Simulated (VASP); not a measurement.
# ZnO (zincite) (P6_3mc) in VASP: single point with PBEsol

Aim: the single point of ZnO (zincite) with PBEsol.

Program: VASP 6.6.1. These are calculated values, not measurements. Logs are shortened: lines on timing, memory, paths and dates and some standing lists are left out, and cuts for length are marked.

**Experimental background.**

From “Electronic structure of alkaline earth and post-transition metal oxides”, 2009, arxiv:0908.1581, for a bulk crystal of ZnO: band gap 3.37 eV.

The runs below are set against these values where they give the same quantity.

### Step 1. The cell of the first run

It takes space group P6_3mc (No. 186, hexagonal). The conventional cell has a = 3.249 Å, b = 3.249 Å, c = 5.206 Å, α = 90.00°, β = 90.00°, γ = 120.00°. Zn (site symmetry 3m) has 4 O at 1.97 to 1.98 Å within 2.6 Å. Within 2.6 Å of O (site symmetry 3m) lie 4 Zn at 1.97 to 1.98 Å.

### Step 2. Single point, PBEsol

Input file INCAR:

```
PREC = Accurate
ENCUT = 520
EDIFF = 1E-7
ISMEAR = 0
SIGMA = 0.01
LREAL = False
LASPH = True
NELM = 60
ALGO = Normal
ISIF = 2
LWAVE = False
LCHARG = False
GGA = PS
NBANDS = 26
```

Input file KPOINTS:

```
regular mesh
0
Gamma
  6 6 4
```

Input file POSCAR:

```
ZnO
1.0
    3.2493080000      0.0000000000      0.0000000000
   -1.6246540000      2.8139830000      0.0000000000
    0.0000000000      0.0000000000      5.2057090000
Zn O
2 2
Direct
    0.3333333333      0.6666666667      0.5000000000
    0.6666666667      0.3333333333      0.0000000000
    0.6666666667      0.3333333333      0.3790100000
    0.3333333333      0.6666666667      0.8790100000
```

Potentials or basis: VASP PAW PBE potentials, release 64 (Zn, O).

Started as:

```sh
$ cat potpaw_PBE.64/Zn/POTCAR potpaw_PBE.64/O/POTCAR > POTCAR
$ mpirun -np 1 vasp_std > vasp.out
```

OUTCAR:

```text
PREC = Accurate
   ENCUT = 520
   EDIFF = 1E-7
   ISMEAR = 0
   LREAL = False
   LASPH = True
   NELM = 60
   ISIF = 2
   GGA = PS

 ion  position               nearest neighbor table
   1  0.333  0.667  0.500-   4 1.97   3 1.98   3 1.98   3 1.98
   2  0.667  0.333  0.000-   3 1.97   4 1.98   4 1.98   4 1.98
   3  0.667  0.333  0.379-   2 1.97   1 1.98   1 1.98   1 1.98
   4  0.333  0.667  0.879-   1 1.97   2 1.98   2 1.98   2 1.98

  LATTYP: Found a hexagonal cell.
 ALAT       =     3.2493080000
 C/A-ratio  =     1.6020977390

  Lattice vectors:

 A1 = (   3.2493080000,   0.0000000000,   0.0000000000)
 A2 = (  -1.6246540000,   2.8139830000,   0.0000000000)
 A3 = (   0.0000000000,   0.0000000000,   5.2057090000)

Analysis of symmetry for initial positions (statically):
=====================================================================
 Subroutine PRICEL returns:
 Original cell was already a primitive cell.

 Routine SETGRP: Setting up the symmetry group for a
 hexagonal supercell.

 Subroutine GETGRP returns: Found 12 space group operations
 (whereof  6 operations were pure point group operations)
 out of a pool of 24 trial point group operations.

The static configuration has the point symmetry C_3v.
 The point group associated with its full space group is C_6v.

Analysis of symmetry for dynamics (positions and initial velocities):
=====================================================================
 Subroutine PRICEL returns:
 Original cell was already a primitive cell.

 Routine SETGRP: Setting up the symmetry group for a
 hexagonal supercell.

 Subroutine GETGRP returns: Found 12 space group operations
 (whereof  6 operations were pure point group operations)
 out of a pool of 24 trial point group operations.

The dynamic configuration has the point symmetry C_3v.
 The point group associated with its full space group is C_6v.

 Subroutine INISYM returns: Found 12 space group operations
 (whereof  6 operations are pure point group operations),
 and found     1 'primitive' translations

----------------------------------------------------------------------------------------

                                     Primitive cell

  volume of cell :      47.5984

  direct lattice vectors                    reciprocal lattice vectors
     3.249308000  0.000000000  0.000000000     0.307757836  0.177684087  0.000000000
    -1.624654000  2.813983000  0.000000000     0.000000000  0.355368174  0.000000000
     0.000000000  0.000000000  5.205709000     0.000000000  0.000000000  0.192096792

  length of vectors
     3.249308000  3.249307764  5.205709000     0.355368148  0.355368174  0.192096792

  position of ions in fractional coordinates (direct lattice)
     0.333333333  0.666666667  0.500000000
     0.666666667  0.333333333  0.000000000
     0.666666667  0.333333333  0.379010000
     0.333333333  0.666666667  0.879010000

  ion indices of the primitive-cell ions
   primitive index   ion index
                 1           1
                 2           2
                 3           3
                 4           4

----------------------------------------------------------------------------------------

 KPOINTS: regular mesh

Automatic generation of k-mesh.
 Grid dimensions read from file:
 generate k-points for:    6    6    4

 Generating k-lattice:

  Cartesian coordinates                     Fractional coordinates (reciprocal lattice)
     0.051292973  0.029614014  0.000000000     0.166666667  0.000000000  0.000000000
     0.000000000  0.059228029  0.000000000     0.000000000  0.166666667  0.000000000
     0.000000000  0.000000000  0.048024198     0.000000000  0.000000000  0.250000000

  Length of vectors
     0.059228025  0.059228029  0.048024198

  Shift w.r.t. Gamma in fractional coordinates (k-lattice)
     0.000000000  0.000000000  0.000000000

 Subroutine IBZKPT returns following result:
 ===========================================

 Found     21 irreducible k-points:

 Following reciprocal coordinates:
            Coordinates               Weight
  0.000000  0.000000  0.000000      1.000000
  0.166667  0.000000  0.000000      6.000000
  0.333333  0.000000  0.000000      6.000000
  0.500000  0.000000  0.000000      3.000000
  0.166667  0.166667  0.000000      6.000000
  0.333333  0.166667  0.000000     12.000000
[... 13 lines left out ...]
  0.333333  0.166667  0.500000     12.000000
  0.333333  0.333333  0.500000      2.000000
   k-points           NKPTS =     21   k-points in BZ     NKDIM =     21   number of bands    NBANDS=     26
   number of dos      NEDOS =    301   number of ions     NIONS =      4
   total plane-waves  NPLWV =  23040
   dimension x,y,z NGX =    24 NGY =   24 NGZ =   40
   dimension x,y,z NGXF=    48 NGYF=   48 NGZF=   80
   ions per type =               2   2
   NGX,Y,Z   is equivalent  to a cutoff of  12.28, 12.28, 12.77 a.u.
   NGXF,Y,Z  is equivalent  to a cutoff of  24.56, 24.56, 25.55 a.u.
 SYSTEM =  unknown system
   PREC   = accura    normal or accurate (medium, high low for compatibility)
   ISTART =      0    job   : 0-new  1-cont  2-samecut
   ICHARG =      2    charge: 1-file 2-atom 10-const
   ISPIN  =      1    spin polarized calculation?
   LNONCOLLINEAR =      F non collinear calculations
   LSORBIT =      F    spin-orbit coupling
   LASPH  =      T    aspherical Exc in radial PAW
   ENCUT  =  520.0 eV  38.22 Ry    6.18 a.u.   6.04  6.04  9.68*2*pi/ulx,y,z
   NELM   =     60;   NELMIN=  2; NELMDL= -5     # of ELM steps
   EDIFF  = 0.1E-06   stopping-criterion for ELM
   LREAL  =      F    real-space projection
   EDIFFG = 0.1E-05   stopping-criterion for IOM
   NSW    =      0    number of steps for IOM
   IBRION =     -1    ionic relax: 0-MD 1-quasi-New 2-CG
   NFREE  =      0    steps in history (QN), initial steepest desc. (CG)
   ISIF   =      2    stress and relaxation
   ISYM   =      2    0-nonsym 1-usesym 2-fastsym
   POTIM  = 0.5000    time-step for ionic-motion
   TEBEG  =    0.0;   TEEND  =   0.0 temperature during run
   PSTRESS=    0.0 pullay stress
   NELECT =      36.0000    total number of electrons
   NUPDOWN=      -1.0000    fix difference up-down
   EMIN   =  10.00;   EMAX   =-10.00  energy-range for DOS
   EFERMI =   0.00;   METHOD = LEGACY
   ISMEAR =     0;   SIGMA  =   0.01  broadening in eV -4-tet -1-fermi 0-gaus
   EFERMI_NEDOS =   21; number of points for ismear=-14 and -15
   IALGO  =     38    algorithm
   IMIX   =      4    mixing-type and parameters
     AMIX     =   0.40;   BMIX     =  1.00
     AMIX_MAG =   1.60;   BMIX_MAG =  1.00
  volume/ion in A,a.u.               =      11.90        80.30
  Fermi-wavevector in a.u.,A,eV,Ry     =   1.491574  2.818667 30.270162  2.224794
  Thomas-Fermi vector in A             =   2.604212
   LORBIT       =      0    0 simple, 1 ext, 2 COOP (PROOUT), +10 PAW based schemes
   GGA     = PS    functional components
   LHFCALC =     F    Hartree Fock is set to
   AEXX    =    0.0000 exact exchange contribution
   IVDW    =     0    specifies the selected vdW correction
   LEPSILON=     F    determine dielectric tensor
   LRPA    =     F    only Hartree local field effects (RPA)
 non-spin polarized calculation
 Gauss-broadening in eV      SIGMA  =   0.01
  energy-cutoff  :      520.00
  volume of cell :       47.60
 maximum number of plane-waves:      1302
   NGX = 13   NGY = 13   NGZ = 19

 number of electron      36.0000017 magnetization

 Free energy of the ion-electron system (eV)
  ---------------------------------------------------
  ext. energy  EPLUGINS =         0.00000000
  ---------------------------------------------------
  free energy    TOTEN  =       -19.40802392 eV

  energy without entropy =      -19.40802392  energy(sigma->0) =      -19.40802392

 E-fermi :   1.0941     XC(G=0): -11.1849

 val. band max:        1.0481157687   @ k =   0.0000   0.0000   0.0000
 cond. band min:       1.7326654139   @ k =   0.0000   0.0000   0.0000
 fundamental gap:      0.6845496452
 Fermi energy:         1.0941459831

 k-point     1 :       0.0000    0.0000    0.0000
  band No.  band energies     occupation
      1     -16.9901      2.00000
      2     -16.2384      2.00000
      3      -4.6579      2.00000
      4      -4.6578      2.00000
      5      -4.6578      2.00000
      6      -4.6185      2.00000
[... 18 lines left out ...]
     25      15.0527      0.00000
     26      15.0527      0.00000

 k-point     2 :       0.1667    0.0000    0.0000
  band No.  band energies     occupation
      1     -16.8408      2.00000
      2     -16.1759      2.00000
      3      -4.8216      2.00000
      4      -4.5772      2.00000
      5      -4.5564      2.00000
      6      -4.4991      2.00000
[... 18 lines left out ...]
     25      15.0291      0.00000
     26      15.2493      0.00000

 k-point     3 :       0.3333    0.0000    0.0000
  band No.  band energies     occupation
      1     -16.5035      2.00000
      2     -16.0723      2.00000
      3      -4.9911      2.00000
      4      -4.6257      2.00000
      5      -4.4482      2.00000
      6      -4.2649      2.00000
[... 18 lines left out ...]
     25      14.3115      0.00000
     26      14.9948      0.00000

 k-point     4 :       0.5000    0.0000    0.0000
  band No.  band energies     occupation
      1     -16.2884      2.00000
      2     -16.0581      2.00000
      3      -4.9121      2.00000
      4      -4.7341      2.00000
      5      -4.4066      2.00000
      6      -4.0528      2.00000
[... 18 lines left out ...]
     25      14.1003      0.00000
     26      15.1440      0.00000

 k-point     5 :       0.1667    0.1667    0.0000
  band No.  band energies     occupation
      1     -16.5957      2.00000
      2     -16.0933      2.00000
      3      -4.8771      2.00000
      4      -4.6628      2.00000
      5      -4.4426      2.00000
      6      -4.3906      2.00000
[... 18 lines left out ...]
     25      13.4818      0.00000
     26      16.1301      0.00000

 k-point     6 :       0.3333    0.1667    0.0000
  band No.  band energies     occupation
      1     -16.2970      2.00000
      2     -16.0535      2.00000
      3      -4.8107      2.00000
      4      -4.5675      2.00000
      5      -4.4039      2.00000
      6      -4.1938      2.00000
[... 340 lines left out ...]
 k-point    18 :       0.5000    0.0000    0.5000
  band No.  band energies     occupation
      1     -16.1635      2.00000
      2     -16.1635      2.00000
      3      -5.1185      2.00000
      4      -5.1185      2.00000
      5      -4.1725      2.00000
      6      -4.1725      2.00000
[... 18 lines left out ...]
     25      14.5960      0.00000
     26      14.5960      0.00000

 k-point    19 :       0.1667    0.1667    0.5000
  band No.  band energies     occupation
      1     -16.3426      2.00000
      2     -16.3426      2.00000
      3      -5.0331      2.00000
      4      -5.0331      2.00000
      5      -4.4432      2.00000
      6      -4.4432      2.00000
[... 18 lines left out ...]
     25      14.3628      0.00000
     26      14.3628      0.00000

 k-point    20 :       0.3333    0.1667    0.5000
  band No.  band energies     occupation
      1     -16.1657      2.00000
      2     -16.1657      2.00000
      3      -4.9773      2.00000
      4      -4.9773      2.00000
      5      -4.3219      2.00000
      6      -4.3219      2.00000
[... 18 lines left out ...]
     25      15.1237      0.00000
     26      15.1237      0.00000

 k-point    21 :       0.3333    0.3333    0.5000
  band No.  band energies     occupation
      1     -16.1076      2.00000
      2     -16.1076      2.00000
      3      -4.7298      2.00000
      4      -4.7298      2.00000
      5      -4.4663      2.00000
      6      -4.4663      2.00000
[... 18 lines left out ...]
     25      16.5926      0.00000
     26      16.5926      0.00000

------------------------ aborting loop because EDIFF is reached ----------------------------------------

  FORCE on cell =-STRESS in cart. coord.  units (eV):
  Direction    XX          YY          ZZ          XY          YZ          ZX
  --------------------------------------------------------------------------------------
  -------------------------------------------------------------------------------------
  Total       -0.3163402     -0.3163402      0.1877287      0.0000000      0.0000000      0.0000000
  in kB      -10.6481158    -10.6481137      6.3190111      0.0000000      0.0000000      0.0000000
  external PRESSURE =      -4.9924061 kB  Pullay stress =       0.0000000 kB

 VOLUME and BASIS-vectors are now :
 -----------------------------------------------------------------------------
  energy-cutoff  :      520.00
  volume of cell :       47.60
      direct lattice vectors                 reciprocal lattice vectors
     3.249308000  0.000000000  0.000000000     0.307757836  0.177684087  0.000000000
    -1.624654000  2.813983000  0.000000000     0.000000000  0.355368174  0.000000000
     0.000000000  0.000000000  5.205709000     0.000000000  0.000000000  0.192096792

 POSITION                                       TOTAL-FORCE (eV/Angst)
 -----------------------------------------------------------------------------------
     -0.00000      1.87599      2.60285         0.000000      0.000000     -0.065277
      1.62465      0.93799      0.00000        -0.000000     -0.000000     -0.065277
      1.62465      0.93799      1.97302        -0.000000     -0.000000      0.065277
     -0.00000      1.87599      4.57587         0.000000     -0.000000      0.065277
 -----------------------------------------------------------------------------------
    total drift:                               -0.000000     -0.000000     -0.000655

  FREE ENERGIE OF THE ION-ELECTRON SYSTEM (eV)
  ---------------------------------------------------
  free  energy   TOTEN  =       -19.4080239201 eV

  energy  without entropy=      -19.4080239201  energy(sigma->0) =      -19.40802392
```

Wall time 30 s (1 thread of Intel Xeon 8259CL, shared host); peak memory 0.16 GiB.

Results:

```yaml
Free_energy: -19.4080 eV
Pressure: -0.5 GPa
Largest_force: 0.065 eV/Å
Band_gap_on_the_k_mesh: 0.68 eV, direct
```

Forces in eV/Å, atoms in the order of the input:
```
Zn   0.000  0.000 -0.065
Zn   0.000  0.000 -0.065
O    0.000  0.000  0.065
O    0.000  0.000  0.065
```

Levels at points of the mesh, in eV from the valence-band top:
| k point | band 15 | band 16 | band 17 | band 18 | band 19 | band 20 | band 21 | band 22 |
| --- | --- | --- | --- | --- | --- | --- | --- | --- |
| (0.00, 0.00, 0.00) | -0.82 | -0.07 | 0.00 | 0.00 | 0.68 | 5.10 | 8.14 | 12.72 |
| (0.50, 0.00, 0.00) | -2.85 | -2.30 | -1.30 | -0.83 | 5.68 | 6.70 | 7.47 | 8.40 |
| (0.00, 0.00, 0.50) | -0.40 | -0.40 | -0.40 | -0.40 | 3.37 | 3.37 | 9.98 | 9.98 |
| (0.50, 0.00, 0.50) | -1.52 | -1.52 | -1.37 | -1.37 | 5.58 | 5.58 | 8.34 | 8.34 |

Caveat: the PAW data sets were made with another functional, which shifts forces and pressure a little.

### Step 3. Comparison with measurements

Step 2. Against the measured gap of ZnO, 3.37 eV (quoted in “Electronic structure of alkaline earth and post-transition metal oxides”, 2009, arxiv:0908.1581), the calculated 0.68 eV is off by -2.69 eV. So large a miss can be the level of theory's own, or it may mean another phase, state or a wrong row. The value is that of PBEsol, without temperature or zero-point motion. Semilocal functionals fall short of measured gaps as a rule.
